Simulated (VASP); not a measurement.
# Al (P6_3/mmc) in VASP: notebook

The runs below take Al through single point, with PBE.

Program: VASP 6.6.1. These are calculated values, not measurements. Logs are shortened: lines on timing, memory, paths and dates and some standing lists are left out, and cuts for length are marked.

## Step 1: The cell of the first run

The structure is hexagonal, space group P6_3/mmc (No. 194). The conventional cell has a = 2.737 Å, b = 2.737 Å, c = 4.737 Å, α = 90.00°, β = 90.00°, γ = 120.00°. Within 3.6 Å of Al (site symmetry -6m2) lie 12 Al at 2.74 to 2.85 Å.

## Step 2: Single point, PBE

INCAR reads:

```
SYSTEM = Al
PREC = Accurate
ENCUT = 500
EDIFF = 1E-6
ISMEAR = 0
SIGMA = 0.1
LREAL = .FALSE.
LASPH = .TRUE.
NELM = 120
ALGO = Normal
ISIF = 2
LWAVE = .FALSE.
LCHARG = .FALSE.
GGA = PE
NBANDS = 10
GGA_COMPAT = .FALSE.
```

KPOINTS reads:

```
regular mesh
0
G
  9 9 6
  0 0 0
```

POSCAR reads:

```
Al
1.0
    2.7373433613      0.0000000000      0.0000000000
   -1.3686716806      2.3706088898      0.0000000000
    0.0000000000      0.0000000000      4.7368714782
Al
2
Direct
    0.6666666667      0.3333333333      0.7500000000
    0.3333333333      0.6666666667      0.2500000000
```

Potentials or basis: VASP PAW PBE potentials, release 64 (Al).

Run with:

```
$ cat potpaw_PBE.64/Al/POTCAR > POTCAR
$ mpirun -np 1 vasp_std > vasp.out
```

OUTCAR:

```text
SYSTEM = Al
   PREC = Accurate
   ENCUT = 500
   EDIFF = 1E-6
   ISMEAR = 0
   LREAL = .FALSE.
   LASPH = .TRUE.
   NELM = 120
   ISIF = 2
   GGA = PE

 ion  position               nearest neighbor table
   1  0.667  0.333  0.750-   2 2.85   2 2.85   2 2.85   2 2.85   2 2.85   2 2.85
   2  0.333  0.667  0.250-   1 2.85   1 2.85   1 2.85   1 2.85   1 2.85   1 2.85

  LATTYP: Found a hexagonal cell.
 ALAT       =     2.7373433613
 C/A-ratio  =     1.7304630267

  Lattice vectors:

 A1 = (   2.7373433613,   0.0000000000,   0.0000000000)
 A2 = (  -1.3686716806,   2.3706088898,   0.0000000000)
 A3 = (   0.0000000000,   0.0000000000,   4.7368714782)

Analysis of symmetry for initial positions (statically):
=====================================================================
 Subroutine PRICEL returns:
 Original cell was already a primitive cell.

 Routine SETGRP: Setting up the symmetry group for a
 hexagonal supercell.

 Subroutine GETGRP returns: Found 24 space group operations
 (whereof 12 operations were pure point group operations)
 out of a pool of 24 trial point group operations.

The static configuration has the point symmetry D_3d.
 The point group associated with its full space group is D_6h.

Analysis of symmetry for dynamics (positions and initial velocities):
=====================================================================
 Subroutine PRICEL returns:
 Original cell was already a primitive cell.

 Routine SETGRP: Setting up the symmetry group for a
 hexagonal supercell.

 Subroutine GETGRP returns: Found 24 space group operations
 (whereof 12 operations were pure point group operations)
 out of a pool of 24 trial point group operations.

The dynamic configuration has the point symmetry D_3d.
 The point group associated with its full space group is D_6h.

 Subroutine INISYM returns: Found 24 space group operations
 (whereof 12 operations are pure point group operations),
 and found     1 'primitive' translations

----------------------------------------------------------------------------------------

                                     Primitive cell

  volume of cell :      30.7384

  direct lattice vectors                    reciprocal lattice vectors
     2.737343361  0.000000000  0.000000000     0.365317707  0.210916276  0.000000000
    -1.368671681  2.370608890  0.000000000     0.000000000  0.421832553  0.000000000
     0.000000000  0.000000000  4.736871478     0.000000000  0.000000000  0.211109802

  length of vectors
     2.737343361  2.737343361  4.736871478     0.421832553  0.421832553  0.211109802

  position of ions in fractional coordinates (direct lattice)
     0.666666667  0.333333333  0.750000000
     0.333333333  0.666666667  0.250000000

  ion indices of the primitive-cell ions
   primitive index   ion index
                 1           1
                 2           2

----------------------------------------------------------------------------------------

 KPOINTS: regular mesh

Automatic generation of k-mesh.
 Grid dimensions read from file:
 generate k-points for:    9    9    6

 Generating k-lattice:

  Cartesian coordinates                     Fractional coordinates (reciprocal lattice)
     0.040590856  0.023435142  0.000000000     0.111111111 -0.000000000  0.000000000
     0.000000000  0.046870284  0.000000000     0.000000000  0.111111111  0.000000000
     0.000000000  0.000000000  0.035184967     0.000000000  0.000000000  0.166666667

  Length of vectors
     0.046870284  0.046870284  0.035184967

  Shift w.r.t. Gamma in fractional coordinates (k-lattice)
     0.000000000  0.000000000  0.000000000

 Subroutine IBZKPT returns following result:
 ===========================================

 Found     48 irreducible k-points:

 Following reciprocal coordinates:
            Coordinates               Weight
  0.000000  0.000000  0.000000      1.000000
  0.111111  0.000000  0.000000      6.000000
  0.222222  0.000000  0.000000      6.000000
  0.333333  0.000000  0.000000      6.000000
  0.444444  0.000000  0.000000      6.000000
  0.111111  0.111111  0.000000      6.000000
[... 16 lines left out ...]
  0.333333  0.222222  0.166667     24.000000
  0.333333  0.333333  0.166667      4.000000
 [... further k-points ...]
   k-points           NKPTS =     48   k-points in BZ     NKDIM =     48   number of bands    NBANDS=     10
   number of dos      NEDOS =    301   number of ions     NIONS =      2
   total plane-waves  NPLWV =  14400
   dimension x,y,z NGX =    20 NGY =   20 NGZ =   36
   dimension x,y,z NGXF=    40 NGYF=   40 NGZF=   72
   ions per type =               2
   NGX,Y,Z   is equivalent  to a cutoff of  12.15, 12.15, 12.63 a.u.
   NGXF,Y,Z  is equivalent  to a cutoff of  24.29, 24.29, 25.27 a.u.
 SYSTEM =  Al
   PREC   = accura    normal or accurate (medium, high low for compatibility)
   ISTART =      0    job   : 0-new  1-cont  2-samecut
   ICHARG =      2    charge: 1-file 2-atom 10-const
   ISPIN  =      1    spin polarized calculation?
   LNONCOLLINEAR =      F non collinear calculations
   LSORBIT =      F    spin-orbit coupling
   LASPH  =      T    aspherical Exc in radial PAW
   ENCUT  =  500.0 eV  36.75 Ry    6.06 a.u.   4.99  4.99  8.64*2*pi/ulx,y,z
   NELM   =    120;   NELMIN=  2; NELMDL= -5     # of ELM steps
   EDIFF  = 0.1E-05   stopping-criterion for ELM
   LREAL  =      F    real-space projection
[... 7 lines left out ...]
   TEBEG  =    0.0;   TEEND  =   0.0 temperature during run
   PSTRESS=    0.0 pullay stress
   NELECT =       6.0000    total number of electrons
   NUPDOWN=      -1.0000    fix difference up-down
   EMIN   =  10.00;   EMAX   =-10.00  energy-range for DOS
   EFERMI =   0.00;   METHOD = LEGACY
   ISMEAR =     0;   SIGMA  =   0.10  broadening in eV -4-tet -1-fermi 0-gaus
   EFERMI_NEDOS =   21; number of points for ismear=-14 and -15
   IALGO  =     38    algorithm
   IMIX   =      4    mixing-type and parameters
     AMIX     =   0.40;   BMIX     =  1.00
     AMIX_MAG =   1.60;   BMIX_MAG =  1.00
  volume/ion in A,a.u.               =      15.37       103.72
  Fermi-wavevector in a.u.,A,eV,Ry     =   0.949653  1.794584 12.270292  0.901841
  Thomas-Fermi vector in A             =   2.077956
   LORBIT       =      0    0 simple, 1 ext, 2 COOP (PROOUT), +10 PAW based schemes
   GGA     = PE    functional components
   LHFCALC =     F    Hartree Fock is set to
   AEXX    =    0.0000 exact exchange contribution
   IVDW    =     0    specifies the selected vdW correction
   LEPSILON=     F    determine dielectric tensor
   LRPA    =     F    only Hartree local field effects (RPA)
 non-spin polarized calculation
 Gauss-broadening in eV      SIGMA  =   0.10
  energy-cutoff  :      500.00
  volume of cell :       30.74
 maximum number of plane-waves:       825
 NGX is ok and might be reduce to    20
   NGX =  9   NGY =  9   NGZ = 17

 number of electron       6.0000000 magnetization

 Free energy of the ion-electron system (eV)
  ---------------------------------------------------
  ext. energy  EPLUGINS =         0.00000000
  ---------------------------------------------------
  free energy    TOTEN  =        -7.36885078 eV

  energy without entropy =       -7.36500890  energy(sigma->0) =       -7.36692984

 E-fermi :   8.7714     XC(G=0): -10.4557

 val. band max:        8.6909606020   @ k =   0.1111   0.0000   0.3333
 cond. band min:       8.8449386997   @ k =   0.3333   0.2222   0.1667
 fundamental gap:      0.1539780977
 Fermi energy:         8.7713969959

 k-point     1 :       0.0000    0.0000    0.0000
  band No.  band energies     occupation
      1      -2.8775      2.00000
      2       3.5616      2.00000
      3       3.5719      2.00000
      4      20.2905      0.00000
      5      20.9120      0.00000
      6      20.9120      0.00000
      7      20.9255      0.00000
      8      20.9255      0.00000
      9      22.0433      0.00000
     10      24.3239      0.00000

 k-point     2 :       0.1111    0.0000    0.0000
  band No.  band energies     occupation
      1      -2.5528      2.00000
      2       3.8736      2.00000
      3       3.8772      2.00000
      4      16.7398      0.00000
      5      18.7570      0.00000
      6      19.7041      0.00000
      7      21.1253      0.00000
      8      22.1588      0.00000
      9      22.9022      0.00000
     10      23.2385      0.00000

 k-point     3 :       0.2222    0.0000    0.0000
  band No.  band energies     occupation
      1      -1.5839      2.00000
      2       4.7793      2.00000
      3       4.8057      2.00000
      4      12.4289      0.00000
      5      17.1315      0.00000
      6      17.3713      0.00000
      7      18.3993      0.00000
      8      19.3027      0.00000
      9      22.4149      0.00000
     10      22.4986      0.00000

 k-point     4 :       0.3333    0.0000    0.0000
  band No.  band energies     occupation
      1       0.0144      2.00000
      2       6.2040      2.00000
      3       6.2885      2.00000
      4       8.6843      1.78172
      5      14.2679      0.00000
      6      14.5135      0.00000
      7      16.0506      0.00000
      8      17.8822      0.00000
      9      21.5087      0.00000
     10      21.7506      0.00000
[... 222 lines left out ...]
 k-point    22 :       0.2222    0.2222    0.1667
  band No.  band energies     occupation
      1       1.1409      2.00000
      2       5.2967      2.00000
      3       8.8676      0.17381
      4       9.3694      0.00000
      5      10.2866      0.00000
      6      13.7004      0.00000
      7      13.8878      0.00000
      8      17.7716      0.00000
      9      17.8281      0.00000
     10      21.7517      0.00000

 k-point    23 :       0.3333    0.2222    0.1667
  band No.  band energies     occupation
      1       3.3182      2.00000
      2       5.9565      2.00000
      3       7.5165      2.00000
      4       8.8449      0.29832
      5      10.2573      0.00000
      6      11.8844      0.00000
      7      13.2883      0.00000
      8      14.8021      0.00000
      9      17.2388      0.00000
     10      23.5187      0.00000

 k-point    24 :       0.3333    0.3333    0.1667
  band No.  band energies     occupation
      1       5.7172      2.00000
      2       5.7172      2.00000
      3       5.7533      2.00000
      4       9.7270      0.00000
      5      10.1996      0.00000
      6      10.1996      0.00000
      7      14.2448      0.00000
      8      14.5041      0.00000
      9      14.5041      0.00000
     10      25.7763      0.00000

 [... further k-points ...]
[... 5 lines left out ...]
  --------------------------------------------------------------------------------------
  -------------------------------------------------------------------------------------
  Total        1.5649933      1.5649933      1.1806151      0.0000000      0.0000000      0.0000000
  in kB       81.5722193     81.5722193     61.5372562      0.0000000      0.0000000      0.0000000
  external PRESSURE =      74.8938983 kB  Pullay stress =       0.0000000 kB

 VOLUME and BASIS-vectors are now :
 -----------------------------------------------------------------------------
  energy-cutoff  :      500.00
  volume of cell :       30.74
      direct lattice vectors                 reciprocal lattice vectors
     2.737343361  0.000000000  0.000000000     0.365317707  0.210916276  0.000000000
    -1.368671681  2.370608890  0.000000000     0.000000000  0.421832553  0.000000000
     0.000000000  0.000000000  4.736871478     0.000000000  0.000000000  0.211109802

 POSITION                                       TOTAL-FORCE (eV/Angst)
 -----------------------------------------------------------------------------------
      1.36867      0.79020      3.55265        -0.000000     -0.000000      0.000000
     -0.00000      1.58041      1.18422         0.000000      0.000000      0.000000
 -----------------------------------------------------------------------------------
    total drift:                               -0.000000      0.000000     -0.000000

  FREE ENERGIE OF THE ION-ELECTRON SYSTEM (eV)
  ---------------------------------------------------
  free  energy   TOTEN  =        -7.3688507754 eV

  energy  without entropy=       -7.3650089014  energy(sigma->0) =       -7.36692984
```

Wall time 12 s (1 thread of Intel Xeon 8259CL, shared host); peak memory 0.14 GiB.

What came out:

* Free energy: -7.3689 eV
* Pressure: 7.5 GPa
* Band gap on the k mesh: zero (band 3 reaches 12.21 eV, above the bottom of band 4 at 5.83 eV)

Levels at points of the mesh, in eV from the Fermi level:
```csv
k point,band 1,band 2,band 3,band 4,band 5,band 6,band 7
"(0.00, 0.00, 0.00)",-11.65,-5.21,-5.20,11.52,12.14,12.14,12.15
"(0.00, 0.00, 0.50)",-10.01,-10.01,2.49,2.49,12.97,12.97,12.97
```

(Part 1 of 2 ends here.)
